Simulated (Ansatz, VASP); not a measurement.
# One calculation of Hf, two programs

```
Hf
1.0
     3.19238    0.00000    0.00000
    -1.59619    2.76469    0.00000
     0.00000    0.00000    5.04504
Hf
2
Direct
  0.33333 0.66667 0.25000
  0.66667 0.33333 0.75000
```

Alike in both runs: task single point; functional LDA; k mesh 6 × 6 × 4; occupations gaussian, width 0.1 eV; no spin polarisation.

|  | VASP | Ansatz |
| --- | --- | --- |
| version | VASP 6.6.1 | Ansatz 0.2.0 |
| potentials or method | VASP PAW LDA potentials, release 64 (Hf_pv), cutoff 520 eV | scalar-relativistic, plane waves, PAW |
| valence electrons in the cell | 20 | 52 |

VASP gave:

```
gap on the k mesh at the Fermi level (eV)                     : none
pressure (GPa)                                                : -7.1
traceless stress, the component that is largest in VASP (GPa) : 0.33
```

Task: What did Ansatz give for the same quantities?

Result: gap on the k mesh at the Fermi level (eV): none; pressure (GPa): -7.2; traceless stress, the component that is largest in VASP (GPa): 0.39.

Ansatz warns that its potentials were made for another functional, while VASP's fit it. LDA's correlation is that of Perdew and Zunger in VASP and of Perdew and Wang (1992) in Ansatz. A gap of «none» marks a metal or a gap that the smearing closes. VASP's potentials hold 20 valence electrons a cell and Ansatz's 52, so a difference there can come from the potentials and not from the codes.

The k mesh is coarse, so the values compare programs but aren't converged. Spin-orbit coupling is off throughout.
